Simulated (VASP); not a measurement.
# Si4HO8 in VASP: single point with PBE

Aim: the single point of Si4HO8 with PBE.

Everything below comes from runs of VASP 6.6.1. Logs are shortened: lines on timing, memory, paths and dates and some standing lists are left out, and cuts for length are marked.

## (1) The cell of the first run

The cell holds a sheet with vacuum, 26 atoms: a = 10.640 Å, b = 5.320 Å, c = 18.000 Å, α = 90.00°, β = 90.00°, γ = 120.00°.

## (2) Single point, PBE

The input, INCAR:

```
  PREC = Accurate
  ENCUT = 520
  EDIFF = 1E-7
  ISMEAR = 0
  SIGMA = 0.01
  LREAL = Auto
  LASPH = True
  NELM = 80
  ALGO = Normal
  ISIF = 2
  LWAVE = False
  LCHARG = False
  GGA = PE
  NBANDS = 84
```

The input, KPOINTS:

```
Automatic mesh
0
Gamma
  2 4 1
```

The input, POSCAR:

```
Si4HO8
1.0
   10.6400000000      0.0000000000      0.0000000000
   -2.6600000000      4.6072550000      0.0000000000
    0.0000000000      0.0000000000     18.0000000000
Si O H
8 16 2
Direct
    0.1675016529      0.6646769248      0.6503606640
    0.1673684545      0.6657607231      0.4062852305
    0.3313588473      0.3284118406      0.5893295832
    0.3329466428      0.3314171934      0.4084366167
    0.6672193474      0.6674139107      0.5889109359
    0.6675568399      0.6676222249      0.4090180881
    0.8369191816      0.3371291985      0.5896742307
    0.8359990193      0.3360741666      0.4088540729
    0.1592618354      0.6585604742      0.7409683794
    0.3270410980      0.3257270646      0.4989636666
    0.2543043308     -0.0029565953      0.6192723914
    0.2521802847      0.0008690638      0.3764120067
    0.0004059346      0.5028166195      0.6221099481
    0.0002832868      0.4996734397      0.3753935492
    0.2485636133      0.4930562008      0.6202445273
    0.2511547572      0.4983239304      0.3763454141
    0.6676099232      0.6676914394      0.4990154066
    0.8434388750      0.3435959040      0.4993072551
    0.7514919257      0.0014172419      0.6188192449
    0.7504298229      0.0015278233      0.3794130312
    0.4997680427      0.5017403261      0.6182742358
    0.5006318065      0.5000171977      0.3796199237
    0.7498791272      0.4987354149      0.6187985028
    0.7511685452      0.5009437914      0.3793930223
    0.2494817956      0.7411962371      0.7683019165
    0.1661250095      0.6643542441      0.4882421564
```

Potentials or basis: VASP PAW PBE potentials, release 64 (Si, O, H).

Launch:

```
cat potpaw_PBE.64/Si/POTCAR potpaw_PBE.64/O/POTCAR potpaw_PBE.64/H/POTCAR > POTCAR
mpirun -np 1 vasp_std > vasp.out
```

OUTCAR:

```text
PREC = Accurate
   ENCUT = 520
   EDIFF = 1E-7
   ISMEAR = 0
   LREAL = Auto
   LASPH = True
   NELM = 80
   ISIF = 2
   GGA = PE

 ion  position               nearest neighbor table
   1  0.168  0.665  0.650-  13 1.62  15 1.63  11 1.63   9 1.63
   2  0.167  0.666  0.406-  26 1.48  16 1.63  12 1.63  14 1.64   8 3.05   4 3.07   4 3.07
   3  0.331  0.328  0.589-  15 1.62  11 1.62  10 1.63  21 1.64   5 3.09
   4  0.333  0.331  0.408-  12 1.63  16 1.63  22 1.63  10 1.63   2 3.07   2 3.07   6 3.08
   5  0.667  0.667  0.589-  17 1.62  23 1.63  19 1.63  21 1.63   7 3.09   7 3.09   3 3.09
   6  0.668  0.668  0.409-  17 1.62  22 1.63  20 1.63  24 1.63   8 3.08   8 3.08   4 3.08
   7  0.837  0.337  0.590-  13 1.62  18 1.63  19 1.63  23 1.63   5 3.09   5 3.09
   8  0.836  0.336  0.409-  14 1.63  18 1.63  24 1.63  20 1.63   2 3.05   6 3.08   6 3.08
   9  0.159  0.659  0.741-  25 0.97   1 1.63
  10  0.327  0.326  0.499-   3 1.63   4 1.63
  11  0.254  0.997  0.619-   3 1.62   1 1.63
  12  0.252  0.001  0.376-   4 1.63   2 1.63
  13  0.000  0.503  0.622-   7 1.62   1 1.62
  14  0.000  0.500  0.375-   8 1.63   2 1.64
[... 8 lines left out ...]
  23  0.750  0.499  0.619-   5 1.63   7 1.63
  24  0.751  0.501  0.379-   6 1.63   8 1.63
  25  0.249  0.741  0.768-   9 0.97
  26  0.166  0.664  0.488-   2 1.48

  Warning from LATTYP: Monoclinic adjustment (A1->A3, A2->A1, A3->A2)!
  LATTYP: Found a simple orthorhombic cell.
 ALAT       =     5.3199998717
 B/A-ratio  =     1.7320508354
 C/A-ratio  =     3.3834587282

  Lattice vectors:

 A1 = (   2.6600000000,  -4.6072550000,   0.0000000000)
 A2 = (   7.9800000000,   4.6072550000,   0.0000000000)
 A3 = (   0.0000000000,   0.0000000000,  18.0000000000)

Analysis of symmetry for initial positions (statically):
=====================================================================
 Subroutine PRICEL returns:
 Original cell was already a primitive cell.

 Routine SETGRP: Setting up the symmetry group for a
 simple orthorhombic supercell.

 Subroutine GETGRP returns: Found  1 space group operations
 (whereof  1 operations were pure point group operations)
 out of a pool of  8 trial point group operations.

The static configuration has the point symmetry C_1 .

Analysis of symmetry for dynamics (positions and initial velocities):
=====================================================================
 Subroutine PRICEL returns:
 Original cell was already a primitive cell.

 Routine SETGRP: Setting up the symmetry group for a
 simple orthorhombic supercell.

 Subroutine GETGRP returns: Found  1 space group operations
 (whereof  1 operations were pure point group operations)
 out of a pool of  8 trial point group operations.

The dynamic configuration has the point symmetry C_1 .

 Subroutine INISYM returns: Found  1 space group operations
 (whereof  1 operations are pure point group operations),
 and found     1 'primitive' translations

----------------------------------------------------------------------------------------

                                     Primitive cell

  volume of cell :     882.3815

  direct lattice vectors                    reciprocal lattice vectors
    10.640000000  0.000000000  0.000000000     0.093984962  0.054262245  0.000000000
    -2.660000000  4.607255000  0.000000000     0.000000000  0.217048980  0.000000000
     0.000000000  0.000000000 18.000000000     0.000000000  0.000000000  0.055555556

  length of vectors
    10.640000000  5.319999872 18.000000000     0.108524488  0.217048980  0.055555556

  position of ions in fractional coordinates (direct lattice)
     0.167501653  0.664676925  0.650360664
     0.167368455  0.665760723  0.406285231
     0.331358847  0.328411841  0.589329583
     0.332946643  0.331417193  0.408436617
     0.667219347  0.667413911  0.588910936
     0.667556840  0.667622225  0.409018088
[... 18 lines left out ...]
     0.249481796  0.741196237  0.768301917
     0.166125009  0.664354244  0.488242156

  ion indices of the primitive-cell ions
   primitive index   ion index
                 1           1
                 2           2
                 3           3
                 4           4
                 5           5
                 6           6
[... 18 lines left out ...]
                25          25
                26          26

----------------------------------------------------------------------------------------

 KPOINTS: Automatic mesh

Automatic generation of k-mesh.
 Grid dimensions read from file:
 generate k-points for:    2    4    1

 Generating k-lattice:

  Cartesian coordinates                     Fractional coordinates (reciprocal lattice)
     0.046992481  0.027131123  0.000000000     0.500000000  0.000000000  0.000000000
     0.000000000  0.054262245  0.000000000     0.000000000  0.250000000  0.000000000
     0.000000000  0.000000000  0.055555556     0.000000000  0.000000000  1.000000000

  Length of vectors
     0.054262244  0.054262245  0.055555556

  Shift w.r.t. Gamma in fractional coordinates (k-lattice)
     0.000000000  0.000000000  0.000000000

 Subroutine IBZKPT returns following result:
 ===========================================

 Found      6 irreducible k-points:

 Following reciprocal coordinates:
            Coordinates               Weight
  0.000000  0.000000  0.000000      1.000000
  0.500000  0.000000  0.000000      1.000000
  0.000000  0.250000  0.000000      2.000000
  0.500000  0.250000  0.000000      2.000000
  0.000000  0.500000  0.000000      1.000000
  0.500000  0.500000  0.000000      1.000000
   k-points           NKPTS =      6   k-points in BZ     NKDIM =      6   number of bands    NBANDS=     84
   number of dos      NEDOS =    301   number of ions     NIONS =     26
   total plane-waves  NPLWV = 448000
   dimension x,y,z NGX =    80 NGY =   40 NGZ =  140
   dimension x,y,z NGXF=   160 NGYF=   80 NGZF=  280
   ions per type =               8  16   2
   NGX,Y,Z   is equivalent  to a cutoff of  12.50, 12.50, 12.93 a.u.
   NGXF,Y,Z  is equivalent  to a cutoff of  25.00, 25.00, 25.86 a.u.
 SYSTEM =  unknown system
   PREC   = accura    normal or accurate (medium, high low for compatibility)
   ISTART =      0    job   : 0-new  1-cont  2-samecut
   ICHARG =      2    charge: 1-file 2-atom 10-const
   ISPIN  =      1    spin polarized calculation?
   LNONCOLLINEAR =      F non collinear calculations
   LSORBIT =      F    spin-orbit coupling
   LASPH  =      T    aspherical Exc in radial PAW
   ENCUT  =  520.0 eV  38.22 Ry    6.18 a.u.  19.78  9.89 33.47*2*pi/ulx,y,z
   NELM   =     80;   NELMIN=  2; NELMDL= -5     # of ELM steps
   EDIFF  = 0.1E-06   stopping-criterion for ELM
   LREAL  =      T    real-space projection
   EDIFFG = 0.1E-05   stopping-criterion for IOM
   NSW    =      0    number of steps for IOM
   IBRION =     -1    ionic relax: 0-MD 1-quasi-New 2-CG
   NFREE  =      0    steps in history (QN), initial steepest desc. (CG)
   ISIF   =      2    stress and relaxation
   ISYM   =      2    0-nonsym 1-usesym 2-fastsym
   POTIM  = 0.5000    time-step for ionic-motion
   TEBEG  =    0.0;   TEEND  =   0.0 temperature during run
   PSTRESS=    0.0 pullay stress
   NELECT =     130.0000    total number of electrons
   NUPDOWN=      -1.0000    fix difference up-down
   EMIN   =  10.00;   EMAX   =-10.00  energy-range for DOS
   EFERMI =   0.00;   METHOD = LEGACY
   ISMEAR =     0;   SIGMA  =   0.01  broadening in eV -4-tet -1-fermi 0-gaus
   EFERMI_NEDOS =   21; number of points for ismear=-14 and -15
   IALGO  =     38    algorithm
   IMIX   =      4    mixing-type and parameters
     AMIX     =   0.40;   BMIX     =  1.00
     AMIX_MAG =   1.60;   BMIX_MAG =  1.00
  volume/ion in A,a.u.               =      33.94       229.02
  Fermi-wavevector in a.u.,A,eV,Ry     =   0.864644  1.633940 10.171833  0.747609
  Thomas-Fermi vector in A             =   1.982771
   LORBIT       =      0    0 simple, 1 ext, 2 COOP (PROOUT), +10 PAW based schemes
   GGA     = PE    functional components
   LHFCALC =     F    Hartree Fock is set to
   AEXX    =    0.0000 exact exchange contribution
   IVDW    =     0    specifies the selected vdW correction
   LEPSILON=     F    determine dielectric tensor
   LRPA    =     F    only Hartree local field effects (RPA)
 non-spin polarized calculation
 Gauss-broadening in eV      SIGMA  =   0.01
  energy-cutoff  :      520.00
  volume of cell :      882.38
 maximum number of plane-waves:     23836
 NGX is ok and might be reduce to    80
   NGX = 39   NGY = 19   NGZ = 67

 number of electron     129.9999986 magnetization

 Free energy of the ion-electron system (eV)
  ---------------------------------------------------
  ext. energy  EPLUGINS =         0.00000000
  ---------------------------------------------------
  free energy    TOTEN  =      -195.24175011 eV

  energy without entropy =     -195.24175011  energy(sigma->0) =     -195.24175011

 E-fermi :  -4.4656     XC(G=0):  -3.9318

 val. band max:       -4.5240269971   @ k =   0.0000   0.0000   0.0000
 cond. band min:       1.0676020544   @ k =   0.0000   0.0000   0.0000
 fundamental gap:      5.5916290515
 Fermi energy:        -4.4656314235

 k-point     1 :       0.0000    0.0000    0.0000
  band No.  band energies     occupation
      1     -23.9150      2.00000
      2     -23.5151      2.00000
      3     -23.4406      2.00000
      4     -23.1015      2.00000
      5     -22.9728      2.00000
      6     -22.6315      2.00000
[... 69 lines left out ...]
     76       4.1336      0.00000
     77       4.1369      0.00000

 k-point     2 :       0.5000    0.0000    0.0000
  band No.  band energies     occupation
      1     -23.8525      2.00000
      2     -23.6224      2.00000
      3     -23.3476      2.00000
      4     -23.3378      2.00000
      5     -22.7402      2.00000
      6     -22.6303      2.00000
[... 69 lines left out ...]
     76       4.1589      0.00000
     77       4.2358      0.00000

 k-point     3 :       0.0000    0.2500    0.0000
  band No.  band energies     occupation
      1     -23.7810      2.00000
      2     -23.4623      2.00000
      3     -23.3422      2.00000
      4     -23.1019      2.00000
      5     -22.9896      2.00000
      6     -22.6909      2.00000
[... 69 lines left out ...]
     76       4.3182      0.00000
     77       4.4025      0.00000

 k-point     4 :       0.5000    0.2500    0.0000
  band No.  band energies     occupation
      1     -23.7810      2.00000
      2     -23.4625      2.00000
      3     -23.3421      2.00000
      4     -23.1022      2.00000
      5     -22.9895      2.00000
      6     -22.6906      2.00000
[... 69 lines left out ...]
     76       4.3218      0.00000
     77       4.4031      0.00000

 k-point     5 :       0.0000    0.5000    0.0000
  band No.  band energies     occupation
      1     -23.5824      2.00000
      2     -23.4344      2.00000
      3     -23.1383      2.00000
      4     -23.0943      2.00000
      5     -23.0588      2.00000
      6     -22.8296      2.00000
[... 69 lines left out ...]
     76       4.4002      0.00000
     77       4.5096      0.00000

 k-point     6 :       0.5000    0.5000    0.0000
  band No.  band energies     occupation
      1     -23.5834      2.00000
      2     -23.4353      2.00000
      3     -23.1391      2.00000
      4     -23.0925      2.00000
      5     -23.0604      2.00000
      6     -22.8285      2.00000
[... 69 lines left out ...]
     76       4.4972      0.00000
     77       4.5080      0.00000
 [bands above 77 left out]

------------------------ aborting loop because EDIFF is reached ----------------------------------------

  FORCE on cell =-STRESS in cart. coord.  units (eV):
  Direction    XX          YY          ZZ          XY          YZ          ZX
  --------------------------------------------------------------------------------------
  -------------------------------------------------------------------------------------
  Total       -2.7630781     -2.9000889     -0.0683539      0.0817916      0.0333900      0.0712967
  in kB       -5.0170376     -5.2658139     -0.1241130      0.1485125      0.0606277      0.1294565
  external PRESSURE =      -3.4689882 kB  Pullay stress =       0.0000000 kB

 VOLUME and BASIS-vectors are now :
 -----------------------------------------------------------------------------
  energy-cutoff  :      520.00
  volume of cell :      882.38
      direct lattice vectors                 reciprocal lattice vectors
    10.640000000  0.000000000  0.000000000     0.093984962  0.054262245  0.000000000
    -2.660000000  4.607255000  0.000000000     0.000000000  0.217048980  0.000000000
     0.000000000  0.000000000 18.000000000     0.000000000  0.000000000  0.055555556

 POSITION                                       TOTAL-FORCE (eV/Angst)
 -----------------------------------------------------------------------------------
      0.01418      3.06234     11.70649        -0.018765     -0.012754     -0.029659
      0.00988      3.06733      7.31313         0.001322     -0.001096      0.010374
      2.65208      1.51308     10.60793        -0.011656     -0.007447      0.018677
      2.66098      1.52692      7.35186         0.003051     -0.000187     -0.050357
      5.32389      3.07495     10.60040         0.002168      0.000149      0.048558
      5.32693      3.07591      7.36233        -0.000461     -0.000270     -0.051293
[... 18 lines left out ...]
      0.68290      3.41488     13.82943         0.059063      0.030537      0.082097
      0.00039      3.06085      8.78836         0.001861      0.000596     -0.019394
 -----------------------------------------------------------------------------------
    total drift:                               -0.013122      0.009174      0.045248

  FREE ENERGIE OF THE ION-ELECTRON SYSTEM (eV)
  ---------------------------------------------------
  free  energy   TOTEN  =      -195.2417501110 eV

  energy  without entropy=     -195.2417501110  energy(sigma->0) =     -195.24175011
```

It took 35 min on 1 thread of Intel Xeon 8259CL, shared host; peak memory 1 GiB.

Results:

- Free energy: -195.2418 eV
- Largest force: 0.106 eV/Å
- Band gap on the k mesh: 5.59 eV

Forces in eV/Å, atoms in the order of the input:
```
Si  -0.019 -0.013 -0.030
Si   0.001 -0.001  0.010
Si  -0.012 -0.007  0.019
Si   0.003  0.000 -0.050
Si   0.002  0.000  0.049
Si   0.000  0.000 -0.051
Si   0.019  0.012  0.035
Si   0.002  0.001 -0.050
O   -0.034 -0.020 -0.017
O    0.002  0.004 -0.001
O   -0.001 -0.002 -0.002
O   -0.006 -0.009  0.004
O    0.002  0.002 -0.007
O    0.003  0.001  0.005
O   -0.003  0.005 -0.003
O   -0.010  0.006  0.004
O    0.002  0.001  0.002
O   -0.005 -0.002 -0.003
O   -0.003 -0.004 -0.011
O    0.001 -0.003  0.020
O    0.001 -0.003 -0.012
O   -0.002 -0.001  0.020
O   -0.001  0.000 -0.010
O   -0.002  0.001  0.018
H    0.059  0.031  0.082
H    0.002  0.001 -0.019
```

Levels at points of the mesh, in eV from the valence-band top:
| k point | band 61 | band 62 | band 63 | band 64 | band 65 | band 66 | band 67 | band 68 | band 69 | band 70 |
| --- | --- | --- | --- | --- | --- | --- | --- | --- | --- | --- |
| (0.00, 0.00, 0.00) | -0.50 | -0.47 | -0.13 | -0.07 | 0.00 | 5.59 | 6.30 | 6.99 | 7.11 | 7.71 |
| (0.50, 0.00, 0.00) | -0.44 | -0.41 | -0.38 | -0.30 | -0.12 | 5.97 | 6.21 | 6.87 | 7.09 | 7.39 |
| (0.00, 0.50, 0.00) | -0.72 | -0.58 | -0.45 | -0.39 | -0.35 | 6.97 | 7.16 | 7.30 | 7.56 | 7.95 |
| (0.50, 0.50, 0.00) | -0.85 | -0.59 | -0.51 | -0.38 | -0.34 | 6.82 | 7.03 | 7.54 | 7.84 | 7.87 |
